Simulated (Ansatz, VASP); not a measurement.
BaF2: VASP beside Ansatz

INCAR

```
SYSTEM = BaF2
PREC     = Accurate       ! precision mode
ENCUT    = 600            ! plane-wave cutoff, eV
EDIFF    = 1E-6           ! SCF threshold, eV
ISMEAR   = -1             ! smearing method
SIGMA    = 0.01           ! smearing width, eV
LREAL    = .FALSE.        ! projectors in reciprocal space
LASPH    = .TRUE.         ! aspherical terms in the spheres
NELM     = 120            ! most SCF steps
ALGO     = Normal         ! electronic algorithm
ISIF     = 2              ! what is computed and relaxed
LWAVE    = .FALSE.        ! write WAVECAR
LCHARG   = .FALSE.        ! write CHGCAR
GGA      = PE             ! functional
NBANDS   = 19             ! bands
GGA_COMPAT= .FALSE.
```

KPOINTS

```
regular mesh
0
G
  8 8 8
  0 0 0
```

File POSCAR:

```
BaF2
1.0
    0.0000000000      3.1000500000      3.1000500000
    3.1000500000      0.0000000000      3.1000500000
    3.1000500000      3.1000500000      0.0000000000
Ba F
1 2
Direct
    0.0000000000      0.0000000000      0.0000000000
    0.2500000000      0.2500000000      0.2500000000
    0.7500000000      0.7500000000      0.7500000000
```

Input for Ansatz:

```yaml
crystal:
  lattice:
    - [0.0, 3.10005, 3.10005]
    - [3.10005, 0.0, 3.10005]
    - [3.10005, 3.10005, 0.0]
  atoms:
    - { symbol: Ba, position: [0.0, 0.0, 0.0] }
    - { symbol: F, position: [0.25, 0.25, 0.25] }
    - { symbol: F, position: [0.75, 0.75, 0.75] }
kpoints:
  mp_grid: { grid: [8, 8, 8] }
  band_path:
    path:
      - [0.0, 0.0, 0.0]
      - [0.5, 0.0, 0.5]
      - [0.625, 0.25, 0.625]
      - [0.375, 0.375, 0.75]
      - [0.0, 0.0, 0.0]
      - [0.5, 0.5, 0.5]
      - [0.5, 0.25, 0.75]
      - [0.5, 0.0, 0.5]
    npoints: 8
scf:
  occupations: { method: fermi_dirac, width: 0.01 }
hamiltonian:
  xc: pbe
  pseudopotentials: { kind: all_electron, lapw: { basis_error: 0.001 } }
output:
  forces: true
  stress: true
  eigenvalues: true
  populations: true
  dos: { projected: true, de: 0.2, e_range: [-14, 8] }
```

Alike in both runs: task single point; functional PBE; k mesh 8 × 8 × 8; occupations fermi-dirac, width 0.01 eV; no spin polarisation.

```csv
,VASP,Ansatz
version,VASP 6.6.1,Ansatz 0.2.0
potentials or method,"VASP PAW PBE potentials, release 64 (Ba_sv, F), cutoff 600 eV","all-electron LAPW, scalar-relativistic"
```

VASP gave:

- gap on the k mesh at the Fermi level (eV): 6.76
- pressure (GPa): 2.3

Q: Which values does Ansatz return?

A: gap on the k mesh at the Fermi level (eV): 6.83; pressure (GPa): 1.3.

Ansatz ran all-electron here, and VASP with PAW potentials.

Spin-orbit coupling is off throughout.
